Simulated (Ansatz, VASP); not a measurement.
**Ag in VASP and in Ansatz**

File POSCAR:

```
Ag
1.0
    2.8893756962      0.0000000000      0.0000000000
   -1.4446878481      2.5022727540      0.0000000000
    0.0000000000      0.0000000000      4.7183505119
Ag
2
Direct
    0.3333333333      0.6666666667      0.2500000000
    0.6666666667      0.3333333333      0.7500000000
```

Contents of INCAR.step1:

```
SYSTEM = Ag
  ALGO = Normal
  EDIFF = 1E-4
  ENCUT = 600
  GGA = PE
  ISMEAR = -1
  LASPH = .TRUE.
  LCHARG = .FALSE.
  LREAL = .FALSE.
  LWAVE = .TRUE.
  NELM = 80
  PREC = Accurate
  SIGMA = 0.1
```

INCAR.step2

```
SYSTEM = Ag
  ALGO = Normal
  EDIFF = 1E-7
  EDIFFG = -0.01
  ENCUT = 600
  IBRION = 2
  ISIF = 3
  ISMEAR = -1
  ISTART = 1
  LASPH = .TRUE.
  LCHARG = .FALSE.
  LMIXTAU = .TRUE.
  LREAL = .FALSE.
  LWAVE = .FALSE.
  METAGGA = R2SCAN
  NELM = 80
  NSW = 80
  PREC = Accurate
  SIGMA = 0.1
```

File KPOINTS:

```
k-points
0
G
  12 12 7
  0 0 0
```

Input for Ansatz:

```yaml
crystal:
  lattice:
    - [2.8893756962, 0.0, 0.0]
    - [-1.4446878481, 2.502272754, 0.0]
    - [0.0, 0.0, 4.7183505119]
  atoms:
    - { symbol: Ag, position: [0.3333333333, 0.6666666667, 0.25] }
    - { symbol: Ag, position: [0.6666666667, 0.3333333333, 0.75] }
hamiltonian:
  xc: r2scan
  pseudopotentials:
    kind: paw
    azcp:
      Ag: "pseudopotentials/Ag.paw.azcp"
basis:
  ecutwfc: 500
  fft_grid_basis: typed
kpoints:
  mp_grid: { grid: [12, 12, 7], shift: [0, 0, 0] }
magnetization:
  spin_polarized: false
scf:
  occupations: { method: fermi_dirac, width: 0.1 }
relax:
  max_steps: 60
  f_tol: 0.01
  cell: {}
```

Alike in both runs: task relaxation of cell and atoms; functional r2SCAN; k mesh 12 × 12 × 7; occupations fermi-dirac, width 0.1 eV; no spin polarisation.

|  | VASP | Ansatz |
| --- | --- | --- |
| version | VASP 6.6.1 | Ansatz 0.2.0 |
| potentials or method | VASP PAW PBE potentials, release 64 (Ag), cutoff 600 eV | plane waves (500 eV) with PAW, scalar-relativistic |
| valence electrons in the cell | 22 | 38 |

|  | VASP | Ansatz | Ansatz less VASP |
| --- | --- | --- | --- |
| relaxed volume (Å³/atom) | 17.38 | 17.35 | -0.026 |
| relaxed length of the cell vector where the two differ most in proportion (Å) | 2.917 | 2.915 | -0.0015 |

VASP's potentials were made for PBE, not for r2SCAN. VASP's potentials hold 22 valence electrons a cell and Ansatz's 38, so a difference there can come from the potentials and not from the codes.
